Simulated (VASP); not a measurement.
# CoSi (P2_13) in VASP: a series of runs, part 2 of 2

VASP 6.6.1. Earlier steps stand in the parts before.

**3. Single point, PBE**

File INCAR:

```
SYSTEM = CoSi
PREC     = Accurate       ! precision mode
ENCUT    = 520            ! plane-wave cutoff, eV
EDIFF    = 1E-7           ! SCF threshold, eV
ISMEAR   = -1             ! smearing method
SIGMA    = 0.15           ! smearing width, eV
LREAL    = .FALSE.        ! projectors in reciprocal space
LASPH    = .TRUE.         ! aspherical terms in the spheres
NELM     = 100            ! most SCF steps
ALGO     = Normal         ! electronic algorithm
ISIF     = 2              ! what is computed and relaxed
LWAVE    = .FALSE.        ! write WAVECAR
LCHARG   = .FALSE.        ! write CHGCAR
GGA      = PE             ! functional
NBANDS   = 36             ! bands
```

File KPOINTS:

```
regular mesh
0
G
  8 8 8
  0 0 0
```

File POSCAR:

```
CoSi
1.0
    4.4333385406      0.0000000000      0.0000000000
    0.0000000000      4.4333385406      0.0000000000
    0.0000000000      0.0000000000      4.4333385406
Co Si
4 4
Direct
    0.1446902156      0.1446902156      0.1446902156
    0.3553097844      0.8553097844      0.6446902156
    0.6446902156      0.3553097844      0.8553097844
    0.8553097844      0.6446902156      0.3553097844
    0.8431554829      0.8431554829      0.8431554829
    0.6568445171      0.1568445171      0.3431554829
    0.3431554829      0.6568445171      0.1568445171
    0.1568445171      0.3431554829      0.6568445171
```

Potentials or basis: VASP PAW PBE potentials, release 64 (Co, Si).

Launch:

```
$ cat potpaw_PBE.64/Co/POTCAR potpaw_PBE.64/Si/POTCAR > POTCAR
$ mpirun -np 1 vasp_std > vasp.out
```

OUTCAR:

```text
SYSTEM = CoSi
   PREC = Accurate
   ENCUT = 520
   EDIFF = 1E-7
   ISMEAR = -1
   LREAL = .FALSE.
   LASPH = .TRUE.
   NELM = 100
   ISIF = 2
   GGA = PE

 ion  position               nearest neighbor table
   1  0.145  0.145  0.145-   5 2.32   6 2.34   7 2.34   8 2.34   7 2.44   8 2.44   6 2.44   3 2.73
                             4 2.73   2 2.73   2 2.73   4 2.73   3 2.73
   2  0.355  0.855  0.645-   6 2.32   5 2.34   7 2.34   8 2.34   7 2.44   8 2.44   5 2.44   1 2.73
                             1 2.73   3 2.73   3 2.73   4 2.73   4 2.73
   3  0.645  0.355  0.855-   7 2.32   6 2.34   5 2.34   8 2.34   8 2.44   6 2.44   5 2.44   1 2.73
                             4 2.73   2 2.73   2 2.73   4 2.73   1 2.73
   4  0.855  0.645  0.355-   8 2.32   6 2.34   7 2.34   5 2.34   6 2.44   5 2.44   7 2.44   1 2.73
                             3 2.73   2 2.73   1 2.73   2 2.73   3 2.73
   5  0.843  0.843  0.843-   1 2.32   2 2.34   3 2.34   4 2.34   3 2.44   4 2.44   2 2.44   6 2.74
                             7 2.74   8 2.74   6 2.74   8 2.74   7 2.74
   6  0.657  0.157  0.343-   2 2.32   1 2.34   3 2.34   4 2.34   3 2.44   4 2.44   1 2.44   8 2.74
                             5 2.74   5 2.74   7 2.74   7 2.74   8 2.74
   7  0.343  0.657  0.157-   3 2.32   2 2.34   1 2.34   4 2.34   4 2.44   2 2.44   1 2.44   8 2.74
                             5 2.74   8 2.74   6 2.74   6 2.74   5 2.74
   8  0.157  0.343  0.657-   4 2.32   2 2.34   3 2.34   1 2.34   2 2.44   1 2.44   3 2.44   7 2.74
                             5 2.74   7 2.74   5 2.74   6 2.74   6 2.74

  LATTYP: Found a simple cubic cell.
 ALAT       =     4.4333385406

  Lattice vectors:

 A1 = (   4.4333385406,   0.0000000000,   0.0000000000)
 A2 = (   0.0000000000,   4.4333385406,   0.0000000000)
 A3 = (   0.0000000000,   0.0000000000,   4.4333385406)

Analysis of symmetry for initial positions (statically):
=====================================================================
 Subroutine PRICEL returns:
 Original cell was already a primitive cell.

 Routine SETGRP: Setting up the symmetry group for a
 simple cubic supercell.

 Subroutine GETGRP returns: Found 12 space group operations
 (whereof  3 operations were pure point group operations)
 out of a pool of 48 trial point group operations.

The static configuration has the point symmetry C_3 .
 The point group associated with its full space group is T   .

Analysis of symmetry for dynamics (positions and initial velocities):
=====================================================================
 Subroutine PRICEL returns:
 Original cell was already a primitive cell.

 Routine SETGRP: Setting up the symmetry group for a
 simple cubic supercell.

 Subroutine GETGRP returns: Found 12 space group operations
 (whereof  3 operations were pure point group operations)
 out of a pool of 48 trial point group operations.

The dynamic configuration has the point symmetry C_3 .
 The point group associated with its full space group is T   .

 Subroutine INISYM returns: Found 12 space group operations
 (whereof  3 operations are pure point group operations),
 and found     1 'primitive' translations

----------------------------------------------------------------------------------------

                                     Primitive cell

  volume of cell :      87.1350

[... 57 lines left out ...]
  0.000000  0.000000  0.000000      1.000000
  0.125000  0.000000  0.000000      6.000000
  0.250000  0.000000  0.000000      6.000000
  0.375000  0.000000  0.000000      6.000000
  0.500000  0.000000  0.000000      3.000000
  0.125000  0.125000  0.000000     12.000000
[... 16 lines left out ...]
  0.250000  0.125000  0.125000     24.000000
  0.375000  0.125000  0.125000     24.000000
 [... further k-points ...]
   k-points           NKPTS =     45   k-points in BZ     NKDIM =     45   number of bands    NBANDS=     36
   number of dos      NEDOS =    301   number of ions     NIONS =      8
   total plane-waves  NPLWV =  46656
   dimension x,y,z NGX =    36 NGY =   36 NGZ =   36
   dimension x,y,z NGXF=    72 NGYF=   72 NGZF=   72
   ions per type =               4   4
   NGX,Y,Z   is equivalent  to a cutoff of  13.50, 13.50, 13.50 a.u.
   NGXF,Y,Z  is equivalent  to a cutoff of  27.00, 27.00, 27.00 a.u.
 SYSTEM =  CoSi
   PREC   = accura    normal or accurate (medium, high low for compatibility)
   ISTART =      0    job   : 0-new  1-cont  2-samecut
   ICHARG =      2    charge: 1-file 2-atom 10-const
   ISPIN  =      1    spin polarized calculation?
   LNONCOLLINEAR =      F non collinear calculations
   LSORBIT =      F    spin-orbit coupling
   LASPH  =      T    aspherical Exc in radial PAW
   ENCUT  =  520.0 eV  38.22 Ry    6.18 a.u.   8.24  8.24  8.24*2*pi/ulx,y,z
   NELM   =    100;   NELMIN=  2; NELMDL= -5     # of ELM steps
   EDIFF  = 0.1E-06   stopping-criterion for ELM
   LREAL  =      F    real-space projection
   EDIFFG = 0.1E-05   stopping-criterion for IOM
   NSW    =      0    number of steps for IOM
   IBRION =     -1    ionic relax: 0-MD 1-quasi-New 2-CG
   NFREE  =      0    steps in history (QN), initial steepest desc. (CG)
   ISIF   =      2    stress and relaxation
   ISYM   =      2    0-nonsym 1-usesym 2-fastsym
   POTIM  = 0.5000    time-step for ionic-motion
   TEBEG  =    0.0;   TEEND  =   0.0 temperature during run
   PSTRESS=    0.0 pullay stress
   NELECT =      52.0000    total number of electrons
   NUPDOWN=      -1.0000    fix difference up-down
   EMIN   =  10.00;   EMAX   =-10.00  energy-range for DOS
   EFERMI =   0.00;   METHOD = LEGACY
   ISMEAR =    -1;   SIGMA  =   0.15  broadening in eV -4-tet -1-fermi 0-gaus
   EFERMI_NEDOS =   21; number of points for ismear=-14 and -15
   IALGO  =     38    algorithm
   IMIX   =      4    mixing-type and parameters
     AMIX     =   0.40;   BMIX     =  1.00
     AMIX_MAG =   1.60;   BMIX_MAG =  1.00
  volume/ion in A,a.u.               =      10.89        73.50
  Fermi-wavevector in a.u.,A,eV,Ry     =   1.378304  2.604617 25.847290  1.899722
  Thomas-Fermi vector in A             =   2.503378
   LORBIT       =      0    0 simple, 1 ext, 2 COOP (PROOUT), +10 PAW based schemes
   GGA     = PE    functional components
   LHFCALC =     F    Hartree Fock is set to
   AEXX    =    0.0000 exact exchange contribution
   IVDW    =     0    specifies the selected vdW correction
   LEPSILON=     F    determine dielectric tensor
   LRPA    =     F    only Hartree local field effects (RPA)
 non-spin polarized calculation
  energy-cutoff  :      520.00
  volume of cell :       87.14
 maximum number of plane-waves:      2365
 NGX is ok and might be reduce to    36
   NGX = 17   NGY = 17   NGZ = 17

 number of electron      52.0000005 magnetization

 Free energy of the ion-electron system (eV)
  ---------------------------------------------------
  ext. energy  EPLUGINS =         0.00000000
  ---------------------------------------------------
  free energy    TOTEN  =       -54.83544400 eV

  energy without entropy =      -54.61392309  energy(sigma->0) =      -54.72468354

 E-fermi :  12.2199     XC(G=0): -12.8584

 val. band max:       12.2144468671   @ k =   0.3750   0.3750   0.3750
 cond. band min:      12.3365516392   @ k =   0.5000   0.5000   0.2500
 fundamental gap:      0.1221047721
 Fermi energy:        12.2199338539

 k-point     1 :       0.0000    0.0000    0.0000
  band No.  band energies     occupation
      1      -1.5750      2.00000
      2       3.9134      2.00000
      3       3.9134      2.00000
      4       3.9134      2.00000
      5       6.6129      2.00000
      6       6.6129      2.00000
[... 925 lines left out ...]
     35      16.9143      0.00000
     36      17.7193      0.00000

 [... further k-points ...]
[... 5 lines left out ...]
  --------------------------------------------------------------------------------------
  -------------------------------------------------------------------------------------
  Total       -0.0445013     -0.0445013     -0.0445013     -0.0000000      0.0000000      0.0000000
  in kB       -0.8182587     -0.8182587     -0.8182587     -0.0000000      0.0000000      0.0000000
  external PRESSURE =      -0.8182587 kB  Pullay stress =       0.0000000 kB

 VOLUME and BASIS-vectors are now :
 -----------------------------------------------------------------------------
  energy-cutoff  :      520.00
  volume of cell :       87.14
      direct lattice vectors                 reciprocal lattice vectors
     4.433338541  0.000000000  0.000000000     0.225563645  0.000000000  0.000000000
     0.000000000  4.433338541  0.000000000     0.000000000  0.225563645  0.000000000
     0.000000000  0.000000000  4.433338541     0.000000000  0.000000000  0.225563645

 POSITION                                       TOTAL-FORCE (eV/Angst)
 -----------------------------------------------------------------------------------
      0.64146      0.64146      0.64146         0.001685      0.001685      0.001685
      1.57521      3.79188      2.85813        -0.001685     -0.001685      0.001685
      2.85813      1.57521      3.79188         0.001685     -0.001685     -0.001685
      3.79188      2.85813      1.57521        -0.001685      0.001685     -0.001685
      3.73799      3.73799      3.73799         0.001098      0.001098      0.001098
      2.91201      0.69534      1.52132        -0.001098     -0.001098      0.001098
      1.52132      2.91201      0.69534         0.001098     -0.001098     -0.001098
      0.69534      1.52132      2.91201        -0.001098      0.001098     -0.001098
 -----------------------------------------------------------------------------------
    total drift:                               -0.000000      0.000000      0.000000

  FREE ENERGIE OF THE ION-ELECTRON SYSTEM (eV)
  ---------------------------------------------------
  free  energy   TOTEN  =       -54.8354440016 eV

  energy  without entropy=      -54.6139230865  energy(sigma->0) =      -54.72468354
```

It took 4.5 min on 1 thread of Intel Xeon 8259CL, shared host; peak memory 0.27 GiB.

What came out:

```
Free energy            : -54.8354 eV
Pressure               : -0.1 GPa
Band gap on the k mesh : zero (bands 26 and 27 overlap by 0.21 eV)
```

Forces on the atoms (eV/Å):
```
Co   0.002  0.002  0.002
Co  -0.002 -0.002  0.002
Co   0.002 -0.002 -0.002
Co  -0.002  0.002 -0.002
Si   0.001  0.001  0.001
Si  -0.001 -0.001  0.001
Si   0.001 -0.001 -0.001
Si  -0.001  0.001 -0.001
```

The gap in the log of VASP goes by the Fermi energy; the results here count the filled bands.